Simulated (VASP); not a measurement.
Wanted: the native input for a VASP 6.6.1 run.

```yaml
Task: single point
Functional: r2SCAN
Potentials_or_basis: VASP PAW PBE potentials, release 64 (Mg_sv, O)
Cutoff: 660 eV
k_mesh: 12 × 12 × 6
Occupations: fermi-dirac, width 0.02 eV
Spin: no spin polarisation
Dipole_correction: no
Further_INCAR_settings: ALGO = Normal; EDIFF = 1e-06; NBANDS = 24
```

MgO:

```
Mg O
1.0
     3.48408    0.00000    0.00000
    -1.74204    3.01730    0.00000
     0.00000    0.00000    4.18532
Mg O
2 2
Cartesian
  1.7420 1.0058 3.1390
  0.0000 2.0115 1.0463
  1.7420 1.0058 1.0463
  0.0000 2.0115 3.1390
```

One way to write it, as run:

POSCAR

```
MgO
1.0
    3.4840780556      0.0000000000      0.0000000000
   -1.7420390278      3.0173001049      0.0000000000
    0.0000000000      0.0000000000      4.1853174871
Mg O
2 2
Direct
    0.6666666667      0.3333333333      0.7500000000
    0.3333333333      0.6666666667      0.2500000000
    0.6666666667      0.3333333333      0.2500000000
    0.3333333333      0.6666666667      0.7500000000
```

INCAR.step1

```
PREC = Accurate
ENCUT = 660
ISMEAR = -1
SIGMA = 0.02
LREAL = F
LASPH = T
NELM = 120
NBANDS = 24
GGA = PE
ALGO = Normal
EDIFF = 1E-5
LWAVE = T
LCHARG = F
GGA_COMPAT = F
```

INCAR.step2

```
PREC = Accurate
ENCUT = 660
EDIFF = 1E-6
ISMEAR = -1
SIGMA = 0.02
LREAL = F
LASPH = T
NELM = 120
ALGO = Normal
ISIF = 2
LWAVE = F
LCHARG = T
METAGGA = R2SCAN
LMIXTAU = T
LELF = T
LVHAR = T
NBANDS = 24
ISTART = 1
GGA_COMPAT = F
```

KPOINTS

```
regular mesh
0
Gamma
  12 12 6
```

Potentials or basis: VASP PAW PBE potentials, release 64 (Mg_sv, O).

The run is started by

```console
$ cat potpaw_PBE.64/Mg_sv/POTCAR potpaw_PBE.64/O/POTCAR > POTCAR
$ cp INCAR.step1 INCAR
$ mpirun -np 1 vasp_std > vasp.out
$ cp INCAR.step2 INCAR
$ mpirun -np 1 vasp_std > vasp.out
```

Results of the run:

```
Pressure               : -0.2 GPa
Band gap on the k mesh : 4.11 eV
```

Caveat: the PAW data sets were made with another functional, which shifts forces and pressure a little.

Run time: 5.2 min on 1 thread of Intel(R) Xeon(R) Platinum 8559C (Emerald Rapids), with other jobs on the host, peak memory 0.23 GiB.
